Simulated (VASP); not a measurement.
**CSe2: single point with PBE**

The system is CSe2.

```
C Se
1.0
     3.11775    2.79587    0.00000
     3.11775   -2.79587    0.00000
     0.00000    0.00000   -8.62757
C Se
2 4
Cartesian
  0.0000 0.0000 0.0000
  3.1178 0.0000 -4.3138
  3.1178 -1.5450 -7.5336
  3.1178 -1.2509 -3.2198
  3.1178 1.5450 -1.0940
  3.1178 1.2509 -5.4078
```

| Quantity | Value |
| --- | --- |
| Program | VASP 6.6.1 |
| Task | single point |
| Functional | PBE |
| Potentials or basis | VASP PAW PBE potentials, release 64 (C, Se) |
| Cutoff | 520 eV |
| k mesh | 4 × 4 × 2, shifted |
| Occupations | fermi-dirac, width 0.1 eV |
| Spin | no spin polarisation |
| Dipole correction | no |
| Further INCAR settings | ALGO = Normal; EDIFF = 1e-07; NBANDS = 25 |

| Property | Result |
| --- | --- |
| Pressure | 7.3 GPa |
| Largest force | 1.951 eV/Å |
| Band gap on the k mesh | 2.22 eV, indirect (least direct gap 2.25 eV) |

Forces in eV/Å, atoms in the order of the input:
```
C    0.000  0.000  0.000
C    0.000  0.000  0.000
Se   0.000  1.457  1.298
Se   0.000 -1.457  1.298
Se   0.000 -1.457 -1.298
Se   0.000  1.457 -1.298
```

Stress tensor (GPa, compression positive):
```
 2.76  0.00  0.00
 0.00 10.46  0.00
 0.00  0.00  8.59
```

Levels at points of the mesh, in eV from the valence-band top:
```csv
k point,band 13,band 14,band 15,band 16,band 17,band 18,band 19,band 20
"(0.12, 0.12, 0.25)",-1.18,-1.08,-0.72,-0.39,2.27,2.43,2.89,3.60
```

Wall time 25 s on 1 thread of Intel(R) Xeon(R) Platinum 8375C CPU @ 2.90GHz (Ice Lake) (shared host), peak memory 0.23 GiB.

Caveat: forces of over 1 eV/Å act on the atoms, so gaps and moduli don't describe the material at rest. Expect the measured gap to be larger: semilocal functionals such as PBE lack the derivative discontinuity.
